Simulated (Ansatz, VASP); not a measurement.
# GaN in VASP and in Ansatz

Contents of POSCAR:

```
GaN
1.0
    3.1800000000      0.0000000000      0.0000000000
   -1.5900000000      2.7539607840      0.0000000000
    0.0000000000      0.0000000000      5.1660000000
Ga N
2 2
Direct
    0.6666666667      0.3333333333      0.5000000000
    0.3333333333      0.6666666667      0.0000000000
    0.6666666667      0.3333333333      0.8750000000
    0.3333333333      0.6666666667      0.3750000000
```

Contents of INCAR.step1:

```
SYSTEM = GaN
ALGO = Normal ; EDIFF = 1E-5
ENCUT = 910 ; GGA = PE
GGA_COMPAT = .False. ; ISMEAR = -1
LASPH = .True. ; LCHARG = .False.
LREAL = .False. ; LWAVE = .True.
NBANDS = 26 ; NELM = 120
PREC = Accurate ; SIGMA = 0.05
```

INCAR.step2

```
SYSTEM = GaN
ALGO = Normal ; EDIFF = 1E-6
ENCUT = 910 ; GGA_COMPAT = .False.
ISIF = 2 ; ISMEAR = -1
ISTART = 1 ; LASPH = .True.
LCHARG = .False. ; LMIXTAU = .True.
LREAL = .False. ; LWAVE = .False.
METAGGA = R2SCAN ; NBANDS = 26
NELM = 120 ; PREC = Accurate
SIGMA = 0.05
```

File KPOINTS:

```
k-points
0
Gamma
  6 6 3
  0 0 0
```

input.yaml

```yaml
crystal:
  lattice:
    - [3.18, 0.0, 0.0]
    - [-1.59, 2.753960784, 0.0]
    - [0.0, 0.0, 5.166]
  atoms:
    - { symbol: Ga, position: [0.6666666667, 0.3333333333, 0.5] }
    - { symbol: Ga, position: [0.3333333333, 0.6666666667, 0.0] }
    - { symbol: "N", position: [0.6666666667, 0.3333333333, 0.875] }
    - { symbol: "N", position: [0.3333333333, 0.6666666667, 0.375] }
hamiltonian:
  xc: r2scan
  pseudopotentials: { kind: paw }
kpoints:
  mp_grid: { grid: [6, 6, 3] }
  band_path:
    path:
      - [[0.0, 0.0, 0.0], [0.5, 0.0, 0.0], [0.3333333333, 0.3333333333, 0.0], [0.0, 0.0, 0.0], [0.0, 0.0, 0.5], [0.5, 0.0, 0.5], [0.3333333333, 0.3333333333, 0.5], [0.0, 0.0, 0.5]]
      - [[0.5, 0.0, 0.5], [0.5, 0.0, 0.0]]
      - [[0.3333333333, 0.3333333333, 0.0], [0.3333333333, 0.3333333333, 0.5]]
    npoints: 14
scf:
  occupations: { method: fermi_dirac, width: 0.05 }
  n_extra_bands: 10
output:
  forces: true
  stress: true
  eigenvalues: true
  fatbands: false
```

Alike in both runs: functional r2SCAN; k mesh 6 × 6 × 3; occupations fermi-dirac, width 0.05 eV; no spin polarisation.

|  | VASP | Ansatz |
| --- | --- | --- |
| version | VASP 6.6.1 | Ansatz 0.2.0 |
| potentials or method | VASP PAW PBE potentials, release 64 (Ga_d, N_h) | Ansatz PAW |
| plane-wave cutoff (eV) | 910 | 500 |
| valence electrons in the cell | 36 | 36 |
| task | single point | band structure |

```tsv
	VASP	Ansatz	Ansatz less VASP
gap on the k mesh at the Fermi level (eV)	2.37	2.38	+0.010
least direct gap on the mesh (eV)	2.37	2.38	+0.010
rms of the force components (eV/Å)	0.082	0.081	-0.0002
```

VASP's potentials were made for PBE, not for r2SCAN. Atom by atom the forces differ by 0.000 eV/Å (rms over components). With one functional, cell and mesh, what is left measures potentials, basis and numerics.

Noted on VASP's run: the cutoff is short for stress, so the pressure is rough.
